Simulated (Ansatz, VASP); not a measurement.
## Two plane-wave programs on Al6H

INCAR

```
SYSTEM = Al6H
ALGO = Normal
DIPOL = 0.5 0.5 0.299
EDIFF = 1E-6
ENCUT = 520
GGA = PE
IDIPOL = 3
ISIF = 2
ISMEAR = 0
LASPH = .TRUE.
LCHARG = .FALSE.
LDIPOL = .TRUE.
LREAL = .FALSE.
LWAVE = .FALSE.
NBANDS = 32
NELM = 80
PREC = Accurate
SIGMA = 0.1
```

File KPOINTS:

```
k-points
0
G
  5 5 1
  0 0 0
```

The input POSCAR:

```
Al6H
1.0
    5.7135165837      0.0000000000      0.0000000000
    0.0000000000      5.7135165837      0.0000000000
    0.0000000000      0.0000000000     22.1746954375
Al H
12 2
Direct
    0.2500000000      0.2500000000      0.1803857921
    0.2500000000      0.7500000000      0.1803857921
    0.7500000000      0.2500000000      0.1803857921
    0.7500000000      0.7500000000      0.1803857921
    0.0000000000      0.0000000000      0.2744050924
    0.0000000000      0.5000000000      0.2744050924
    0.5000000000      0.0000000000      0.2744050924
    0.5000000000      0.5000000000      0.2744050924
    0.2500000000      0.2500000000      0.3686497278
    0.2500000000      0.7500000000      0.3686497278
    0.7500000000      0.2500000000      0.3686497278
    0.7500000000      0.7500000000      0.3686497278
    0.0000000000     -0.0656338342      0.4466665829
    0.0000000000      0.0656338342      0.4466665829
```

Input for Ansatz:

```yaml
crystal:
  lattice:
    - [5.7135165837, 0.0, 0.0]
    - [0.0, 5.7135165837, 0.0]
    - [0.0, 0.0, 22.1746954375]
  atoms:
    - { symbol: Al, position: [0.25, 0.25, 0.1803857921] }
    - { symbol: Al, position: [0.25, 0.75, 0.1803857921] }
    - { symbol: Al, position: [0.75, 0.25, 0.1803857921] }
    - { symbol: Al, position: [0.75, 0.75, 0.1803857921] }
    - { symbol: Al, position: [0.0, 0.0, 0.2744050924] }
    - { symbol: Al, position: [0.0, 0.5, 0.2744050924] }
    - { symbol: Al, position: [0.5, 0.0, 0.2744050924] }
    - { symbol: Al, position: [0.5, 0.5, 0.2744050924] }
    - { symbol: Al, position: [0.25, 0.25, 0.3686497278] }
    - { symbol: Al, position: [0.25, 0.75, 0.3686497278] }
    - { symbol: Al, position: [0.75, 0.25, 0.3686497278] }
    - { symbol: Al, position: [0.75, 0.75, 0.3686497278] }
    - { symbol: H, position: [0.0, -0.0656338342, 0.4466665829] }
    - { symbol: H, position: [0.0, 0.0656338342, 0.4466665829] }
basis:
  ecutwfc: 420
kpoints:
  mp_grid: { grid: [5, 5, 1] }
hamiltonian:
  xc: pbe
  pseudopotentials: { kind: paw, azcp: { folder: soft_1 } }
scf:
  occupations: { method: gaussian, width: 0.1 }
output:
  forces: true
  eigenvalues: true
efield:
  axis: 3
  dipole_correction: true
  ramp_width: 0.04
```

Alike in both runs: task single point; functional PBE; k mesh 5 × 5 × 1; occupations gaussian, width 0.1 eV; no spin polarisation.

|  | VASP | Ansatz |
| --- | --- | --- |
| version | VASP 6.6.1 | Ansatz 0.2.0 |
| potentials or method | VASP PAW PBE potentials, release 64 (Al, H), cutoff 520 eV | scalar-relativistic, plane waves, PAW |
| valence electrons in the cell | 38 | 38 |

|  | VASP | Ansatz | Ansatz less VASP |
| --- | --- | --- | --- |
| gap on the k mesh at the Fermi level (eV) | none | none | - |
| rms of the force components (eV/Å) | 0.236 | 0.239 | +0.0037 |

Atom by atom the forces differ by 0.006 eV/Å (rms over components). A gap of «none» marks a metal or a gap that the smearing closes. With one functional, cell and mesh, what is left measures potentials, basis and numerics.
